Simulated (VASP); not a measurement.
# MnNi3 (Pm-3m) in VASP: a series of runs, part 2 of 2

VASP 6.6.1. The steps go on from the part before.

### 3 Single point, LDA, collinear spin, ferromagnetic start (10.74 Å³/atom)

This run uses another cell than the first one, of 10.74 Å³/atom.

File INCAR:

```
SYSTEM = MnNi3
PREC = Accurate
ENCUT = 520
EDIFF = 1E-6
ISMEAR = 0
SIGMA = 0.05
LREAL = .FALSE.
LASPH = .TRUE.
NELM = 150
ALGO = Fast
ISIF = 2
LWAVE = .FALSE.
LCHARG = .TRUE.
ISPIN = 2
MAGMOM = 3.06 0.53 0.53 0.53
LORBIT = 11
LMAXMIX = 4
LELF = .TRUE.
LVHAR = .TRUE.
NBANDS = 34
```

File KPOINTS:

```
regular mesh
0
G
  12 12 12
  0 0 0
```

File POSCAR:

```
MnNi3
1.0
    3.5017865945      0.0000000000      0.0000000000
    0.0000000000      3.5017865945      0.0000000000
    0.0000000000      0.0000000000      3.5017865945
Mn Ni
1 3
Direct
    0.0000000000      0.0000000000      0.0000000000
    0.0000000000      0.5000000000      0.5000000000
    0.5000000000      0.0000000000      0.5000000000
    0.5000000000      0.5000000000      0.0000000000
```

Potentials or basis: VASP PAW LDA potentials, release 64 (Mn_pv, Ni).

Run with:

```sh
$ cat potpaw_LDA.64/Mn_pv/POTCAR potpaw_LDA.64/Ni/POTCAR > POTCAR
$ mpirun -np 1 vasp_std > vasp.out
```

OUTCAR:

```text
SYSTEM = MnNi3
   PREC = Accurate
   ENCUT = 520
   EDIFF = 1E-6
   ISMEAR = 0
   LREAL = .FALSE.
   LASPH = .TRUE.
   NELM = 150
   ISIF = 2
   ISPIN = 2
   LORBIT = 11

 ion  position               nearest neighbor table
   1  0.000  0.000  0.000-   2 2.48   3 2.48   4 2.48   2 2.48   3 2.48   2 2.48   4 2.48   2 2.48
                             3 2.48   4 2.48   3 2.48   4 2.48
   2  0.000  0.500  0.500-   1 2.48   3 2.48   4 2.48   1 2.48   4 2.48   1 2.48   3 2.48   1 2.48
                             3 2.48   4 2.48   4 2.48   3 2.48
   3  0.500  0.000  0.500-   1 2.48   2 2.48   4 2.48   1 2.48   4 2.48   2 2.48   4 2.48   4 2.48
                             1 2.48   2 2.48   1 2.48   2 2.48
   4  0.500  0.500  0.000-   1 2.48   2 2.48   3 2.48   2 2.48   3 2.48   1 2.48   3 2.48   3 2.48
                             1 2.48   2 2.48   2 2.48   1 2.48

  LATTYP: Found a simple cubic cell.
 ALAT       =     3.5017865945

  Lattice vectors:

 A1 = (   3.5017865945,   0.0000000000,   0.0000000000)
 A2 = (   0.0000000000,   3.5017865945,   0.0000000000)
 A3 = (   0.0000000000,   0.0000000000,   3.5017865945)

[... 1943 lines left out ...]
  --------------------------------------------------------------------------------------
  -------------------------------------------------------------------------------------
  Total       -2.3179753     -2.3179753     -2.3179753      0.0000000      0.0000000     -0.0000000
  in kB      -86.4869068    -86.4869068    -86.4869068      0.0000000      0.0000000     -0.0000000
  external PRESSURE =     -86.4869068 kB  Pullay stress =       0.0000000 kB

 VOLUME and BASIS-vectors are now :
 -----------------------------------------------------------------------------
  energy-cutoff  :      520.00
  volume of cell :       42.94
      direct lattice vectors                 reciprocal lattice vectors
     3.501786594  0.000000000  0.000000000     0.285568516  0.000000000  0.000000000
     0.000000000  3.501786594  0.000000000     0.000000000  0.285568516  0.000000000
     0.000000000  0.000000000  3.501786594     0.000000000  0.000000000  0.285568516

 POSITION                                       TOTAL-FORCE (eV/Angst)
 -----------------------------------------------------------------------------------
      0.00000      0.00000      0.00000         0.000000      0.000000      0.000000
      0.00000      1.75089      1.75089         0.000000      0.000000      0.000000
      1.75089      0.00000      1.75089         0.000000      0.000000      0.000000
      1.75089      1.75089      0.00000         0.000000      0.000000      0.000000
 -----------------------------------------------------------------------------------
    total drift:                                0.000000      0.000000      0.000000

  FREE ENERGIE OF THE ION-ELECTRON SYSTEM (eV)
  ---------------------------------------------------
  free  energy   TOTEN  =       -29.9152311624 eV

  energy  without entropy=      -29.9070995500  energy(sigma->0) =      -29.91116536

 total charge

# of ion       s       p       d       tot
------------------------------------------
    1        0.380   6.322   5.067  11.769
    2        0.530   0.550   8.356   9.435
    3        0.530   0.550   8.356   9.435
    4        0.530   0.550   8.356   9.435
--------------------------------------------------
tot          1.969   7.972  30.134  40.075

 magnetization (x)

# of ion       s       p       d       tot
------------------------------------------
    1        0.009   0.014   2.815   2.839
    2       -0.014  -0.021   0.468   0.432
    3       -0.014  -0.021   0.468   0.432
    4       -0.014  -0.021   0.468   0.432
--------------------------------------------------
tot         -0.033  -0.049   4.218   4.136
```

OSZICAR:

```text
N       E                     dE             d eps       ncg     rms          rms(c)
DAV:   1     0.338439528642E+03    0.33844E+03   -0.19969E+04 12072   0.180E+03
DAV:   2    -0.104259489419E+02   -0.34887E+03   -0.32950E+03 11424   0.386E+02
DAV:   3    -0.342571807658E+02   -0.23831E+02   -0.22598E+02 11946   0.123E+02
DAV:   4    -0.346705911490E+02   -0.41341E+00   -0.41289E+00 13260   0.167E+01
DAV:   5    -0.346854759935E+02   -0.14885E-01   -0.14884E-01 15856   0.272E+00    0.224E+01
RMM:   6    -0.306930883152E+02    0.39924E+01   -0.23926E+01 12790   0.461E+01    0.128E+01
RMM:   7    -0.309774144157E+02   -0.28433E+00   -0.40857E+00 12839   0.199E+01    0.159E+01
RMM:   8    -0.299801914582E+02    0.99722E+00   -0.29028E-01 13015   0.453E+00    0.424E+00
RMM:   9    -0.299405146074E+02    0.39677E-01   -0.35336E-02 14164   0.130E+00    0.276E+00
RMM:  10    -0.299178493670E+02    0.22665E-01   -0.11410E-02 14552   0.701E-01    0.111E+00
RMM:  11    -0.299140608688E+02    0.37885E-02   -0.32209E-03 14461   0.464E-01    0.454E-01
RMM:  12    -0.299152029659E+02   -0.11421E-02   -0.11865E-03 14881   0.237E-01    0.197E-01
RMM:  13    -0.299152875756E+02   -0.84610E-04   -0.27637E-04 14855   0.115E-01    0.706E-02
RMM:  14    -0.299152358925E+02    0.51683E-04   -0.96259E-05 16242   0.646E-02    0.386E-02
RMM:  15    -0.299152315413E+02    0.43511E-05   -0.19103E-05 16295   0.244E-02    0.218E-02
RMM:  16    -0.299152311624E+02    0.37893E-06   -0.29309E-06 10210   0.110E-02
   1 F= -.29915231E+02 E0= -.29911165E+02  d E =-.813161E-02  mag=     4.1948
```

It took 1.8 min on 1 thread of Intel Xeon 6975P-C (Granite Rapids), shared host; peak memory 0.28 GiB.

What came out:

```yaml
Free_energy: -29.9152 eV
Pressure: -8.6 GPa
Net_moment: 4.20 μB per cell
Site_moments: Mn +2.84; Ni +0.43 μB
Valence_electrons_inside_the_program's_atomic_spheres: Mn 11.77; Ni 9.44
```

Caveat: the cell stands under tension.
